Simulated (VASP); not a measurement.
Wanted: the native input for a VASP 6.6.1 run.

```
Task                   : single point
Functional             : PBEsol
Potentials or basis    : VASP PAW PBE potentials, release 64 (Ta_pv)
Cutoff                 : 520 eV
k mesh                 : 22 × 22 × 22
Occupations            : gaussian, width 0.15 eV
Spin                   : no spin polarisation
Dipole correction      : no
Further INCAR settings : ALGO = Fast; EDIFF = 1e-06; NBANDS = 12
```

The structure of Ta lies in POSCAR:

```
Ta
1.0
   -1.7037187911      1.7037187911      1.5810510381
    1.7037187911     -1.7037187911      1.5810510381
    1.7037187911      1.7037187911     -1.5810510381
Ta
1
Direct
    0.0000000000      0.0000000000      0.0000000000
```

One way to write it, as run:

INCAR

```
PREC = Accurate
ENCUT = 520
EDIFF = 1E-6
ISMEAR = 0
SIGMA = 0.15
LREAL = F
LASPH = T
NELM = 60
ALGO = Fast
ISIF = 2
LWAVE = F
LCHARG = T
GGA = PS
LELF = T
LVHAR = T
NBANDS = 12
```

KPOINTS

```
Automatic mesh
0
Gamma
  22 22 22
```

Potentials or basis: VASP PAW PBE potentials, release 64 (Ta_pv).

Command:

```console
$ cat potpaw_PBE.64/Ta_pv/POTCAR > POTCAR
$ mpirun -np 1 vasp_std > vasp.out
```

Results of the run:

```json
{
 "Pressure": "-6.8 GPa",
 "Band gap on the k mesh": "zero (an odd number of electrons rules out a gap without spin polarisation)"
}
```

Caveat: the cell stands under tension; the PAW data sets were made with another functional, which shifts forces and pressure a little; spin-orbit coupling is left out, which moves the levels of the heavy elements.

Wall time 2 min on 1 thread of AMD EPYC 9R45 96-Core Processor (Zen 5), on a shared host, peak memory 0.26 GiB.
